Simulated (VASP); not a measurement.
Write the native input for VASP 6.6.1 that does the following.

```yaml
Task: relaxation of cell and atoms
Functional: PBE
Potentials_or_basis: VASP PAW PBE potentials, release 64 (Mg, Ga_d, C, N)
Cutoff: 600 eV
k_mesh: 4 × 4 × 4
Occupations: gaussian, width 0.1 eV
Spin: no spin polarisation
Dipole_correction: no
Further_INCAR_settings: ALGO = Normal; EDIFF = 1e-06; IBRION = 2; EDIFFG = -0.04; NSW = 90; ISIF = 3
```

The structure of MgGaC4N4 lies in POSCAR:

```
MgGaC4N4
1.0
    5.9293872600      0.0000000000      0.0000000000
    0.0000000000      5.9293872600      0.0000000000
    0.0000000000      0.0000000000      5.9293872600
Mg Ga C N
1 1 4 4
Direct
    0.0000000000      0.0000000000      0.0000000000
    0.5000000000      0.5000000000      0.5000000000
    0.1927945500      0.1927945500      0.1927945500
    0.1927945500      0.8072054500      0.8072054500
    0.8072054500      0.1927945500      0.8072054500
    0.8072054500      0.8072054500      0.1927945500
    0.3067186000      0.3067186000      0.3067186000
    0.3067186000      0.6932814000      0.6932814000
    0.6932814000      0.3067186000      0.6932814000
    0.6932814000      0.6932814000      0.3067186000
```

These files were run (other wordings do the same):

INCAR

```
SYSTEM = MgGaC4N4
PREC = Accurate
ENCUT = 600
EDIFF = 1E-6
ISMEAR = 0
SIGMA = 0.1
LREAL = .False.
LASPH = .True.
NELM = 60
ALGO = Normal
ISIF = 3
LWAVE = .False.
LCHARG = .False.
GGA = PE
IBRION = 2
NSW = 90
EDIFFG = -0.04
```

KPOINTS

```
Automatic mesh
0
Gamma
  4 4 4
  0 0 0
```

Potentials or basis: VASP PAW PBE potentials, release 64 (Mg, Ga_d, C, N).

Run with:

```console
$ cat potpaw_PBE.64/Mg/POTCAR potpaw_PBE.64/Ga_d/POTCAR potpaw_PBE.64/C/POTCAR potpaw_PBE.64/N/POTCAR > POTCAR
$ mpirun -np 1 vasp_std > vasp.out
```

Results of the run:

```yaml
Relaxed_volume: 22.01 Å³/atom
Relaxed_cell: a = 6.038 Å, b = 6.038 Å, c = 6.038 Å, α = 90.00°, β = 90.00°, γ = 90.00°
Space_group_after_relaxing_to_0.1_Å: P-43m (No. 215)
Energy_gained_by_relaxing: 103.2 meV/atom
Ionic_steps: 10
Pressure_after_relaxing: 0.1 GPa
Largest_force_after_relaxing: 0.036 eV/Å
Band_gap_on_the_k_mesh: zero (an odd number of electrons rules out a gap without spin polarisation)
```

It took 4.4 min on 1 thread of Intel(R) Xeon(R) 6975P-C (Granite Rapids), on a shared host, peak memory 0.39 GiB.
